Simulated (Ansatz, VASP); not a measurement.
## One calculation of SnO2, two programs

```
Sn O
1.0
     4.78800    0.00000    0.00000
     0.00000    4.86658    0.00000
     0.00000    0.00000    3.24090
Sn O
2 4
Direct
  0.50000 0.50000 0.50000
  0.00000 0.00000 0.00000
  0.29185 0.32104 0.00000
  0.79185 0.17896 0.50000
  0.20814 0.82104 0.50000
  0.70815 0.67896 0.00000
```

Alike in both runs: task relaxation of cell and atoms; functional LDA; k mesh 6 × 4 × 6; no spin polarisation.

|  | VASP | Ansatz |
| --- | --- | --- |
| version | VASP 6.6.1 | Ansatz 0.2.0 |
| potentials or method | VASP PAW LDA potentials, release 64 (Sn_d, O), cutoff 600 eV | plane waves, PAW |
| occupations | gaussian, width 0.01 eV | fixed |
| valence electrons in the cell | 52 | 52 |

VASP gave:

| Property | Result |
| --- | --- |
| relaxed volume (Å³/atom) | 11.90 |
| relaxed cell length with the largest relative difference (Å) | 3.196 |

Task: Which values does Ansatz return?

Result: Relaxed volume (Å³/atom): 11.86; relaxed cell length with the largest relative difference (Å): 3.191.

LDA's correlation is that of Perdew and Zunger in VASP and of Perdew and Wang (1992) in Ansatz.
